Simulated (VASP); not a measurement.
# MgS: density of states with PBE

Crystal: MgS.

```xyz
2
Lattice="6.5861 0.0000 0.0000 -3.2930 5.7037 0.0000 0.0000 0.0000 4.4569" Properties=species:S:1:pos:R:3 pbc="T T T"
Mg    0.0000    0.0000    0.0000
S     0.0000    0.0000    2.2284
```

```
Program                 : VASP 6.6.1
Task                    : density of states
Functional              : PBE
Potentials or basis     : VASP PAW PBE potentials, release 64 (Mg, S)
Cutoff                  : 520 eV
k mesh                  : 6 × 6 × 6
Occupations             : gaussian, width 0.02 eV
Spin                    : no spin polarisation
Dipole correction       : no
k mesh for the DOS      : 9 × 9 × 9
Occupations for the DOS : tetrahedron
Further INCAR settings  : ALGO = Normal; EDIFF = 1e-06; NBANDS = 11
```

- Valence electrons inside the program's atomic spheres: Mg 0.35; S 3.79

Levels at points of the mesh, in eV from the valence-band top:
```csv
k point,band 1,band 2,band 3,band 4,band 5,band 6,band 7,band 8,band 9
"(0.00, 0.00, 0.00)",-10.38,-1.60,-0.29,-0.29,2.47,5.68,6.93,6.93,7.22
```

Run time: 57 s on 1 thread of Intel(R) Xeon(R) 6975P-C (Granite Rapids), on a shared host, peak memory 0.33 GiB.
